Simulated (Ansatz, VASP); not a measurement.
## One calculation of MgO, two programs

```
Mg O
1.0
     3.54739    0.00000    0.00000
    -1.77369    3.01929    0.00000
     0.00000    0.00000    4.17804
Mg O
2 2
Direct
  0.66667 0.33333 0.75000
  0.33333 0.66667 0.25000
  0.66667 0.33333 0.25000
  0.33333 0.66667 0.75000
```

Change from the starting cell: strain +0.0175 x Voigt [1, 0, 0, 0, 0, 0], atoms carried along.

Alike in both runs: task single point; functional LDA; k mesh 6 × 6 × 6; occupations gaussian, width 0.05 eV; no spin polarisation.

|  | VASP | Ansatz |
| --- | --- | --- |
| version | VASP 6.6.1 | Ansatz 0.2.0 |
| potentials or method | VASP PAW LDA potentials, release 64 (Mg_sv, O), cutoff 840 eV | scalar-relativistic, plane waves, PAW |
| valence electrons in the cell | 32 | 32 |

```csv
,VASP,Ansatz,Ansatz less VASP
gap on the k mesh at the Fermi level (eV),3.26,3.26,-0.004
least direct gap on the mesh (eV),3.26,3.26,-0.004
pressure (GPa),-5.6,-6.0,-0.44
"traceless stress, the component that is largest in VASP (GPa)",-1.73,-1.68,+0.046
rms of the force components (eV/Å),0.073,0.070,-0.0025
```

LDA's correlation is that of Perdew and Zunger in VASP and of Perdew and Wang (1992) in Ansatz. Atom by atom the forces differ by 0.002 eV/Å (rms over components).
